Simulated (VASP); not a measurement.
Crystal: Bi.

```xyz
1
Lattice="-1.9814 1.9814 1.9814 1.9814 -1.9814 1.9814 1.9814 1.9814 -1.9814" Properties=species:S:1:pos:R:3 pbc="T T T"
Bi    0.0000    0.0000    0.0000
```

| Property | Result |
| --- | --- |
| Program | VASP 6.6.1 |
| Task | relaxation of cell and atoms |
| Functional | revPBE |
| Dispersion | D3(BJ) |
| Potentials or basis | VASP PAW PBE potentials, release 64 (Bi_d) |
| Cutoff | 600 eV |
| k mesh | 9 × 9 × 9 |
| Occupations | fermi-dirac, width 0.05 eV |
| Spin | no spin polarisation |

At the start: pressure -2.8 GPa; volume 31.12 Å³/atom.

Problem. How do energy, volume and symmetry change on relaxing?

Solution. Over 3 steps the energy falls by 14.5 meV/atom and the volume is 29.53 Å³/atom (-5.1 %); space group Im-3m (No. 229, to 0.05 Å).

The path:
| step | energy change (eV) | largest force (eV/Å) | pressure (GPa) | volume (Å³) |
| --- | --- | --- | --- | --- |
| 1 | 0.0000 | 0.0000 | -2.81 | 31.12 |
| 2 | -0.0103 | 0.0000 | 1.72 | 28.72 |
| 3 | -0.0145 | 0.0000 | 0.01 | 29.53 |

Final structure:
```
CELL_PARAMETERS angstrom
-1.94714 1.94714 1.94714
1.94714 -1.94714 1.94714
1.94714 1.94714 -1.94714
ATOMIC_POSITIONS crystal
Bi 0.00000 0.00000 0.00000
```

Caveat: the PAW data sets were made with another functional, which shifts forces and pressure a little; pairwise dispersion overbinds metals, which lowers pressure and volume.
